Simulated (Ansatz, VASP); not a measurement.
**One calculation of Ta2TiSi3, two programs**

```xyz
6
Lattice="3.5120 0.0000 0.0000 0.0000 3.5120 0.0000 0.0000 0.0000 7.4054" Properties=species:S:1:pos:R:3 pbc="T T T"
Ti    0.0000    0.0000    0.0000
Ta    0.0000    1.7560    4.6100
Ta    1.7560    0.0000    2.7954
Si    0.0000    1.7560    1.9389
Si    1.7560    0.0000    5.4666
Si    1.7560    1.7560    0.0000
```

Change from the starting cell: species swapped into the Ti2CuSb3 type (P-4m2, No. 115).

Alike in both runs: functional PBE; k mesh 10 × 10 × 6; occupations gaussian, width 0.1 eV; no spin polarisation.

Ansatz relaxed the structure, and its values are those at the end. VASP's run is a single point on that final structure, the one shown.

|  | VASP | Ansatz |
| --- | --- | --- |
| version | VASP 6.6.1 | Ansatz 0.2.0 |
| potentials or method | VASP PAW PBE potentials, release 64 (Ti_sv, Ta_pv, Si), cutoff 520 eV | scalar-relativistic, plane waves, PAW |
| valence electrons in the cell | 46 | 50 |

|  | VASP | Ansatz | Ansatz less VASP |
| --- | --- | --- | --- |
| gap on the k mesh at the Fermi level (eV) | none | none | - |
| pressure (GPa) | 0.0 | 0.0 | -0.04 |
| rms of the force components (eV/Å) | 0.004 | 0.001 | -0.0029 |

A gap of «none» marks a metal or a gap that the smearing closes. The functional is the same, so the differences come from potentials, cutoffs and numerics. VASP's potentials hold 46 valence electrons a cell and Ansatz's 50, so a difference there can come from the potentials and not from the codes.

Spin-orbit coupling is off throughout.
